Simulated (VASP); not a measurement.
Hf3Br, 4 atoms in the cell. It takes space group Pm-3m (No. 221, cubic). Conventional cell: a = 4.447 Å, b = 4.447 Å, c = 4.447 Å, α = 90.00°, β = 90.00°, γ = 90.00°. Hf (site symmetry 4/mmm) has 8 Hf at 3.14 Å and 4 Br at 3.14 Å within 4.1 Å. Br (site symmetry m-3m) has 12 Hf at 3.14 Å within 4.1 Å. 

```yaml
Program: VASP 6.6.1
Task: single point
Functional: PBE
Potentials_or_basis: VASP PAW PBE potentials, release 64 (Hf_pv, Br)
Cutoff: 520 eV
k_mesh: 10 × 10 × 10
Occupations: gaussian, width 0.1 eV
Spin: no spin polarisation
Dipole_correction: no
Further_INCAR_settings: ALGO = Normal; EDIFF = 1e-07; NBANDS = 26
```

Potentials or basis: VASP PAW PBE potentials, release 64 (Hf_pv, Br).

Run with:

```sh
$ cat potpaw_PBE.64/Hf_pv/POTCAR potpaw_PBE.64/Br/POTCAR > POTCAR
$ mpirun -np 1 vasp_std > vasp.out
```

Hardware: 1 thread of Intel(R) Xeon(R) 6975P-C (Granite Rapids), with other jobs on the host.

**Question.** How long does it take, and how much memory?

**Answer.** Wall time 54 s on 1 thread of Intel(R) Xeon(R) 6975P-C (Granite Rapids), with other jobs on the host, peak memory 0.27 GiB. Counts: scf iterations 15, k points 56.
